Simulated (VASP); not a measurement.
# SrTiC (P-6m2) in VASP: single point with PBE

Aim: the single point of SrTiC with PBE.

Program: VASP 6.6.1. These are calculated values, not measurements. Logs are shortened: lines on timing, memory, paths and dates and some standing lists are left out, and cuts for length are marked.

## Step 1: The cell of the first run

Symmetry: P-6m2, No. 187, hexagonal system. The conventional cell has a = 4.124 Å, b = 4.124 Å, c = 4.390 Å, α = 90.00°, β = 90.00°, γ = 120.00°. Within 4.4 Å of Sr (site symmetry -6m2) lie 6 Ti at 3.24 Å and 6 C at 3.24 Å and 8 Sr at 4.12 to 4.39 Å. Ti (site symmetry -6m2) has 3 C at 2.38 Å within 3.1 Å. Within 3.1 Å of C (site symmetry -6m2) lie 3 Ti at 2.38 Å.

The cell was generated, and may not be a known phase.

## Step 2: Single point, PBE

File INCAR:

```
PREC = Accurate
ENCUT = 520
EDIFF = 1E-7
ISMEAR = 0
SIGMA = 0.1
LREAL = False
LASPH = True
NELM = 80
ALGO = Normal
ISIF = 2
LWAVE = False
LCHARG = False
GGA = PE
NBANDS = 20
```

File KPOINTS:

```
regular mesh
0
Gamma
  6 6 4
```

File POSCAR:

```
SrTiC
1.0
    4.1241855200      0.0000000000      0.0000000000
   -2.0620927600      3.5716494300      0.0000000000
    0.0000000000      0.0000000000      4.3897009600
Sr Ti C
1 1 1
Direct
    0.0000000000      0.0000000000      0.0000000000
    0.6666666700      0.3333333300      0.5000000000
    0.3333333300      0.6666666700      0.5000000000
```

Potentials or basis: VASP PAW PBE potentials, release 64 (Sr_sv, Ti_sv, C).

Command:

```sh
> cat potpaw_PBE.64/Sr_sv/POTCAR potpaw_PBE.64/Ti_sv/POTCAR potpaw_PBE.64/C/POTCAR > POTCAR
> mpirun -np 1 vasp_std > vasp.out
```

OUTCAR:

```text
PREC = Accurate
   ENCUT = 520
   EDIFF = 1E-7
   ISMEAR = 0
   LREAL = False
   LASPH = True
   NELM = 80
   ISIF = 2
   GGA = PE

 ion  position               nearest neighbor table
   1  0.000  0.000  0.000-   2 3.24   3 3.24   2 3.24   3 3.24   3 3.24   3 3.24   2 3.24   2 3.24
                             2 3.24   2 3.24   3 3.24   3 3.24
   2  0.667  0.333  0.500-   3 2.38   3 2.38   3 2.38   1 3.24   1 3.24   1 3.24   1 3.24   1 3.24
                             1 3.24
   3  0.333  0.667  0.500-   2 2.38   2 2.38   2 2.38   1 3.24   1 3.24   1 3.24   1 3.24   1 3.24
                             1 3.24

  LATTYP: Found a hexagonal cell.
 ALAT       =     4.1241855200
 C/A-ratio  =     1.0643800912

  Lattice vectors:

 A1 = (   4.1241855200,   0.0000000000,   0.0000000000)
 A2 = (  -2.0620927600,   3.5716494300,   0.0000000000)
 A3 = (   0.0000000000,   0.0000000000,   4.3897009600)

Analysis of symmetry for initial positions (statically):
=====================================================================
 Subroutine PRICEL returns:
 Original cell was already a primitive cell.

 Routine SETGRP: Setting up the symmetry group for a
 hexagonal supercell.

 Subroutine GETGRP returns: Found 12 space group operations
 (whereof 12 operations were pure point group operations)
 out of a pool of 24 trial point group operations.

The static configuration has the point symmetry D_3h.

Analysis of symmetry for dynamics (positions and initial velocities):
=====================================================================
 Subroutine PRICEL returns:
 Original cell was already a primitive cell.

 Routine SETGRP: Setting up the symmetry group for a
 hexagonal supercell.

 Subroutine GETGRP returns: Found 12 space group operations
 (whereof 12 operations were pure point group operations)
 out of a pool of 24 trial point group operations.

The dynamic configuration has the point symmetry D_3h.

 Subroutine INISYM returns: Found 12 space group operations
 (whereof 12 operations are pure point group operations),
 and found     1 'primitive' translations

----------------------------------------------------------------------------------------

                                     Primitive cell

  volume of cell :      64.6609

  direct lattice vectors                    reciprocal lattice vectors
     4.124185520  0.000000000  0.000000000     0.242472118  0.139991343  0.000000000
    -2.062092760  3.571649430  0.000000000     0.000000000  0.279982686  0.000000000
     0.000000000  0.000000000  4.389700960     0.000000000  0.000000000  0.227805951

  length of vectors
     4.124185520  4.124185520  4.389700960     0.279982686  0.279982686  0.227805951

  position of ions in fractional coordinates (direct lattice)
     0.000000000  0.000000000  0.000000000
     0.666666670  0.333333330  0.500000000
     0.333333330  0.666666670  0.500000000

  ion indices of the primitive-cell ions
   primitive index   ion index
                 1           1
                 2           2
                 3           3

----------------------------------------------------------------------------------------

 KPOINTS: regular mesh

Automatic generation of k-mesh.
 Grid dimensions read from file:
 generate k-points for:    6    6    4

 Generating k-lattice:

  Cartesian coordinates                     Fractional coordinates (reciprocal lattice)
     0.040412020  0.023331890  0.000000000     0.166666667 -0.000000000  0.000000000
     0.000000000  0.046663781  0.000000000     0.000000000  0.166666667  0.000000000
     0.000000000  0.000000000  0.056951488     0.000000000  0.000000000  0.250000000

  Length of vectors
     0.046663781  0.046663781  0.056951488

  Shift w.r.t. Gamma in fractional coordinates (k-lattice)
     0.000000000  0.000000000  0.000000000

 Subroutine IBZKPT returns following result:
 ===========================================

 Found     21 irreducible k-points:

 Following reciprocal coordinates:
            Coordinates               Weight
  0.000000  0.000000  0.000000      1.000000
  0.166667  0.000000  0.000000      6.000000
  0.333333  0.000000  0.000000      6.000000
  0.500000  0.000000  0.000000      3.000000
  0.166667  0.166667  0.000000      6.000000
  0.333333  0.166667  0.000000     12.000000
[... 13 lines left out ...]
  0.333333  0.166667  0.500000     12.000000
  0.333333  0.333333  0.500000      2.000000
   k-points           NKPTS =     21   k-points in BZ     NKDIM =     21   number of bands    NBANDS=     20
   number of dos      NEDOS =    301   number of ions     NIONS =      3
   total plane-waves  NPLWV =  36864
   dimension x,y,z NGX =    32 NGY =   32 NGZ =   36
   dimension x,y,z NGXF=    64 NGYF=   64 NGZF=   72
   ions per type =               1   1   1
   NGX,Y,Z   is equivalent  to a cutoff of  12.90, 12.90, 13.63 a.u.
   NGXF,Y,Z  is equivalent  to a cutoff of  25.80, 25.80, 27.27 a.u.
 SYSTEM =  unknown system
   PREC   = accura    normal or accurate (medium, high low for compatibility)
   ISTART =      0    job   : 0-new  1-cont  2-samecut
   ICHARG =      2    charge: 1-file 2-atom 10-const
   ISPIN  =      1    spin polarized calculation?
   LNONCOLLINEAR =      F non collinear calculations
   LSORBIT =      F    spin-orbit coupling
   LASPH  =      T    aspherical Exc in radial PAW
   ENCUT  =  520.0 eV  38.22 Ry    6.18 a.u.   7.67  7.67  8.16*2*pi/ulx,y,z
   NELM   =     80;   NELMIN=  2; NELMDL= -5     # of ELM steps
   EDIFF  = 0.1E-06   stopping-criterion for ELM
   LREAL  =      F    real-space projection
   EDIFFG = 0.1E-05   stopping-criterion for IOM
   NSW    =      0    number of steps for IOM
   IBRION =     -1    ionic relax: 0-MD 1-quasi-New 2-CG
   NFREE  =      0    steps in history (QN), initial steepest desc. (CG)
   ISIF   =      2    stress and relaxation
   ISYM   =      2    0-nonsym 1-usesym 2-fastsym
   POTIM  = 0.5000    time-step for ionic-motion
   TEBEG  =    0.0;   TEEND  =   0.0 temperature during run
   PSTRESS=    0.0 pullay stress
   NELECT =      26.0000    total number of electrons
   NUPDOWN=      -1.0000    fix difference up-down
   EMIN   =  10.00;   EMAX   =-10.00  energy-range for DOS
   EFERMI =   0.00;   METHOD = LEGACY
   ISMEAR =     0;   SIGMA  =   0.10  broadening in eV -4-tet -1-fermi 0-gaus
   EFERMI_NEDOS =   21; number of points for ismear=-14 and -15
   IALGO  =     38    algorithm
   IMIX   =      4    mixing-type and parameters
     AMIX     =   0.40;   BMIX     =  1.00
     AMIX_MAG =   1.60;   BMIX_MAG =  1.00
  volume/ion in A,a.u.               =      21.55       145.45
  Fermi-wavevector in a.u.,A,eV,Ry     =   1.208329  2.283411 19.865317  1.460060
  Thomas-Fermi vector in A             =   2.343940
   LORBIT       =      0    0 simple, 1 ext, 2 COOP (PROOUT), +10 PAW based schemes
   GGA     = PE    functional components
   LHFCALC =     F    Hartree Fock is set to
   AEXX    =    0.0000 exact exchange contribution
   IVDW    =     0    specifies the selected vdW correction
   LEPSILON=     F    determine dielectric tensor
   LRPA    =     F    only Hartree local field effects (RPA)
 non-spin polarized calculation
 Gauss-broadening in eV      SIGMA  =   0.10
  energy-cutoff  :      520.00
  volume of cell :       64.66
 maximum number of plane-waves:      1780
 NGX is ok and might be reduce to    32
   NGX = 15   NGY = 15   NGZ = 17

 number of electron      26.0000002 magnetization

 Free energy of the ion-electron system (eV)
  ---------------------------------------------------
  ext. energy  EPLUGINS =         0.00000000
  ---------------------------------------------------
  free energy    TOTEN  =       -17.07773967 eV

  energy without entropy =      -17.05510230  energy(sigma->0) =      -17.06642099

 E-fermi :   4.4263     XC(G=0):  -9.7142

 val. band max:        4.4217235977   @ k =   0.5000   0.0000   0.0000
 cond. band min:       4.4778180855   @ k =   0.1667   0.0000   0.5000
 fundamental gap:      0.0560944878
 Fermi energy:         4.4263251757

 k-point     1 :       0.0000    0.0000    0.0000
  band No.  band energies     occupation
      1     -53.1910      2.00000
      2     -31.0023      2.00000
      3     -29.4530      2.00000
      4     -29.4530      2.00000
      5     -29.3978      2.00000
      6     -13.1070      2.00000
[... 12 lines left out ...]
     19       7.5994      0.00000
     20       9.1635      0.00000

 k-point     2 :       0.1667    0.0000    0.0000
  band No.  band energies     occupation
      1     -53.1908      2.00000
      2     -30.9994      2.00000
      3     -29.4555      2.00000
      4     -29.4541      2.00000
      5     -29.3973      2.00000
      6     -13.1007      2.00000
[... 12 lines left out ...]
     19       7.3680      0.00000
     20       8.9496      0.00000

 k-point     3 :       0.3333    0.0000    0.0000
  band No.  band energies     occupation
      1     -53.1905      2.00000
      2     -30.9937      2.00000
      3     -29.4604      2.00000
      4     -29.4563      2.00000
      5     -29.3963      2.00000
      6     -13.1337      2.00000
[... 12 lines left out ...]
     19       7.9293      0.00000
     20       9.0714      0.00000

 k-point     4 :       0.5000    0.0000    0.0000
  band No.  band energies     occupation
      1     -53.1903      2.00000
      2     -30.9909      2.00000
      3     -29.4629      2.00000
      4     -29.4573      2.00000
      5     -29.3957      2.00000
      6     -13.1963      2.00000
[... 360 lines left out ...]
 k-point    20 :       0.3333    0.1667    0.5000
  band No.  band energies     occupation
      1     -53.1902      2.00000
      2     -30.9831      2.00000
      3     -29.4672      2.00000
      4     -29.4589      2.00000
      5     -29.3987      2.00000
      6     -13.1788      2.00000
[... 12 lines left out ...]
     19       8.6768      0.00000
     20       9.5335      0.00000

 k-point    21 :       0.3333    0.3333    0.5000
  band No.  band energies     occupation
      1     -53.1901      2.00000
      2     -30.9801      2.00000
      3     -29.4652      2.00000
      4     -29.4635      2.00000
      5     -29.3998      2.00000
      6     -13.1696      2.00000
[... 12 lines left out ...]
     19       8.8714      0.00000
     20       9.9745      0.00000

------------------------ aborting loop because EDIFF is reached ----------------------------------------

  FORCE on cell =-STRESS in cart. coord.  units (eV):
  Direction    XX          YY          ZZ          XY          YZ          ZX
  --------------------------------------------------------------------------------------
  -------------------------------------------------------------------------------------
  Total       -6.8412410     -6.8412410      0.7407817      0.0000000     -0.0000000      0.0000000
  in kB     -169.5131984   -169.5131984     18.3551905      0.0000000     -0.0000000      0.0000000
  external PRESSURE =    -106.8904021 kB  Pullay stress =       0.0000000 kB

 VOLUME and BASIS-vectors are now :
 -----------------------------------------------------------------------------
  energy-cutoff  :      520.00
  volume of cell :       64.66
      direct lattice vectors                 reciprocal lattice vectors
     4.124185520  0.000000000  0.000000000     0.242472118  0.139991343  0.000000000
    -2.062092760  3.571649430  0.000000000     0.000000000  0.279982686  0.000000000
     0.000000000  0.000000000  4.389700960     0.000000000  0.000000000  0.227805951

 POSITION                                       TOTAL-FORCE (eV/Angst)
 -----------------------------------------------------------------------------------
      0.00000      0.00000      0.00000        -0.000000     -0.000000      0.000000
      2.06209      1.19055      2.19485        -0.000000      0.000000      0.000000
     -0.00000      2.38110      2.19485         0.000000     -0.000000      0.000000
 -----------------------------------------------------------------------------------
    total drift:                               -0.000036      0.000021     -0.000000

  FREE ENERGIE OF THE ION-ELECTRON SYSTEM (eV)
  ---------------------------------------------------
  free  energy   TOTEN  =       -17.0777396716 eV

  energy  without entropy=      -17.0551023009  energy(sigma->0) =      -17.06642099
```

Run time: 33 s. Hardware: 1 thread of Intel Xeon 6975P-C (Granite Rapids), shared host; peak memory 0.19 GiB.

What came out:

* Free energy: -17.0777 eV
* Pressure: -10.7 GPa
* Band gap on the k mesh: zero (bands 13 and 14 overlap by 0.49 eV)

Levels at points of the mesh, in eV from the Fermi level:
| k point | band 9 | band 10 | band 11 | band 12 | band 13 | band 14 | band 15 | band 16 | band 17 | band 18 |
| --- | --- | --- | --- | --- | --- | --- | --- | --- | --- | --- |
| (0.00, 0.00, 0.00) | -9.78 | -2.44 | -2.44 | -2.04 | -0.69 | 0.37 | 0.37 | 1.16 | 2.42 | 2.42 |
| (0.50, 0.00, 0.00) | -9.01 | -3.65 | -1.79 | -1.44 | -1.18 | 0.00 | 0.23 | 1.35 | 1.65 | 2.78 |
| (0.00, 0.00, 0.50) | -9.31 | -3.27 | -2.53 | -2.53 | -0.04 | -0.04 | 0.68 | 2.41 | 3.13 | 3.17 |
| (0.50, 0.00, 0.50) | -9.03 | -2.89 | -2.42 | -1.61 | 0.30 | 0.30 | 0.38 | 0.60 | 0.80 | 1.43 |

Caveat: the stress differs along the axes, from -17 to 2 GPa.

The gap in the log of VASP goes by the Fermi energy; the results here count the filled bands.